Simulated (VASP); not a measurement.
Wanted: the native input for a VASP 6.6.1 run.

* Task: single point
* Functional: PBE
* Potentials or basis: VASP PAW PBE potentials, release 64 (Al, Co)
* Cutoff: 520 eV
* k mesh: 22 × 22 × 22
* Occupations: gaussian, width 0.15 eV
* Spin: no spin polarisation
* Dipole correction: no
* Further INCAR settings: ALGO = Fast; EDIFF = 1e-06; NBANDS = 13

The structure of AlCo lies in POSCAR:

```
AlCo
1.0
    2.9374594817      0.0000000000      0.0000000000
    0.0000000000      2.9374594817      0.0000000000
    0.0000000000      0.0000000000      2.8519024094
Al Co
1 1
Direct
    0.0000000000      0.0000000000      0.0000000000
    0.5000000000      0.5000000000      0.5000000000
```

This cell differs from its parent crystal: strain +0.0300 x Voigt [1, 1, 0, 0, 0, 0].

The input as run:

INCAR

```
SYSTEM = AlCo
ALGO     = Fast           ! electronic algorithm
EDIFF    = 1E-6           ! SCF threshold, eV
ENCUT    = 520            ! plane-wave cutoff, eV
GGA      = PE             ! functional
ISIF     = 2              ! what is computed and relaxed
ISMEAR   = 0              ! smearing method
LASPH    = .True.         ! aspherical terms in the spheres
LCHARG   = .False.        ! write CHGCAR
LREAL    = .False.        ! projectors in reciprocal space
LWAVE    = .False.        ! write WAVECAR
NBANDS   = 13             ! bands
NELM     = 80             ! most SCF steps
PREC     = Accurate       ! precision mode
SIGMA    = 0.15           ! smearing width, eV
```

KPOINTS

```
k-points
0
Gamma
  22 22 22
  0 0 0
```

Potentials or basis: VASP PAW PBE potentials, release 64 (Al, Co).

The run is started by

```sh
$ cat potpaw_PBE.64/Al/POTCAR potpaw_PBE.64/Co/POTCAR > POTCAR
$ mpirun -np 1 vasp_std > vasp.out
```

Results of the run:

```yaml
Pressure: -9.4 GPa
Band_gap_on_the_k_mesh: zero (bands 6 and 7 overlap by 2.64 eV)
```

Caveat: the cell differs from its parent crystal (strain +0.0300 x Voigt [1, 1, 0, 0, 0, 0]); the cell stands under tension; the run has no spin polarisation, though such a crystal can be magnetic.

Run time: 3.4 min on 1 thread of AMD EPYC 7R13 Processor (Zen 3) (shared host), peak memory 0.38 GiB.
